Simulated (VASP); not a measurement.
Write the native input for VASP 6.6.1 that does the following.

```
Task                   : single point
Functional             : PBE
Potentials or basis    : VASP PAW PBE potentials, release 64 (Fe, O)
Cutoff                 : 520 eV
k mesh                 : 15 × 15 × 15
Occupations            : fermi-dirac, width 0.03 eV
Spin                   : collinear spin, ferromagnetic start
Starting moments       : [3.0, 0.0] μB
Dipole correction      : no
Further INCAR settings : ALGO = Normal; EDIFF = 1e-06; NBANDS = 18
```

The structure of FeO lies in POSCAR:

```
FeO
1.0
    0.0000000000      2.1372865386      2.1372865386
    2.1372865386      0.0000000000      2.1372865386
    2.1372865386      2.1372865386      0.0000000000
Fe O
1 1
Direct
    0.0000000000      0.0000000000      0.0000000000
    0.5000000000      0.5000000000      0.5000000000
```

The input as run:

INCAR

```
ALGO = Normal
EDIFF = 1E-6
ENCUT = 520
GGA = PE
ISIF = 2
ISMEAR = -1
ISPIN = 2
LASPH = T
LCHARG = T
LELF = T
LMAXMIX = 4
LORBIT = 11
LREAL = F
LVHAR = T
LWAVE = F
MAGMOM = 3 0
NBANDS = 18
NELM = 150
PREC = Accurate
SIGMA = 0.03
```

KPOINTS

```
k-points
0
Gamma
  15 15 15
```

Potentials or basis: VASP PAW PBE potentials, release 64 (Fe, O).

Run with:

```console
$ cat potpaw_PBE.64/Fe/POTCAR potpaw_PBE.64/O/POTCAR > POTCAR
$ mpirun -np 1 vasp_std > vasp.out
```

It gave:

```json
{
  "Pressure": "4.8 GPa",
  "Band gap on the k mesh": "zero (filled and empty bands overlap)",
  "Net moment": "4.00 μB per cell",
  "Site moments": "Fe +3.62; O +0.31 μB",
  "Valence electrons inside the program's atomic spheres": "Fe 6.77; O 5.01"
}
```

Caveat: the cell stands under pressure; a cell with one magnetic atom can't hold antiferromagnetic order, which such compounds often take; semilocal functionals often make such compounds metallic where correlation or magnetic order opens a gap, which also shifts bond lengths.

Run time: 2.3 min on 1 thread of Intel Xeon 8259CL (shared host), peak memory 0.19 GiB.
